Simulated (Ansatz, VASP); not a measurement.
ZnSe: VASP beside Ansatz

```xyz
2
Lattice="0.0000 2.6854 2.6854 2.6854 0.0000 2.6854 2.6854 2.6854 0.0000" Properties=species:S:1:pos:R:3 pbc="T T T"
Se    0.0000    0.0000    0.0000
Zn    2.6854    2.6854    2.6854
```

Alike in both runs: task single point; functional r2SCAN; k mesh 12 × 12 × 12; occupations gaussian, width 0.05 eV; no spin polarisation.

```csv
,VASP,Ansatz
version,VASP 6.6.1,Ansatz 0.2.0
potentials or method,"VASP PAW PBE potentials, release 64 (Se, Zn), cutoff 520 eV","scalar-relativistic, plane waves, PAW"
valence electrons in the cell,18,28
```

```tsv
	VASP	Ansatz	Ansatz less VASP
gap on the k mesh at the Fermi level (eV)	none	none	-
pressure (GPa)	-2.1	-2.3	-0.24
```

VASP's potentials were made for PBE, not for r2SCAN. A gap of «none» marks a metal or a gap that the smearing closes. With one functional, cell and mesh, what is left measures potentials, basis and numerics. VASP's potentials hold 18 valence electrons a cell and Ansatz's 28, so a difference there can come from the potentials and not from the codes.
